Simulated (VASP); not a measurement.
Here is a VASP 6.6.1 calculation.

The input INCAR:

```
ALGO = Normal ; EDIFF = 1E-6
ENCUT = 520 ; ISIF = 2
ISMEAR = 0 ; LASPH = True
LCHARG = False ; LREAL = False
LWAVE = False ; NBANDS = 12
NELM = 80 ; PREC = Accurate
SIGMA = 0.05
```

File KPOINTS:

```
k-points
0
Gamma
  8 8 8
```

File POSCAR:

```
LiCl
1.0
    0.0000000000      2.5647600000      2.4365220000
    2.5647600000      0.0000000000      2.4365220000
    2.5647600000      2.5647600000      0.0000000000
Li Cl
1 1
Direct
    0.0000000000      0.0000000000      0.0000000000
    0.5000000000      0.5000000000      0.5000000000
```

Potentials or basis: VASP PAW LDA potentials, release 64 (Li_sv, Cl).

The run is started by

```console
$ cat potpaw_LDA.64/Li_sv/POTCAR potpaw_LDA.64/Cl/POTCAR > POTCAR
$ mpirun -np 1 vasp_std > vasp.out
```

Estimate the band gap on the k mesh.

6.26 eV, direct.

Caveat: the cell differs from its parent crystal (strain +0.000 along x and y, -0.050 along z). A k mesh can miss the band edges.
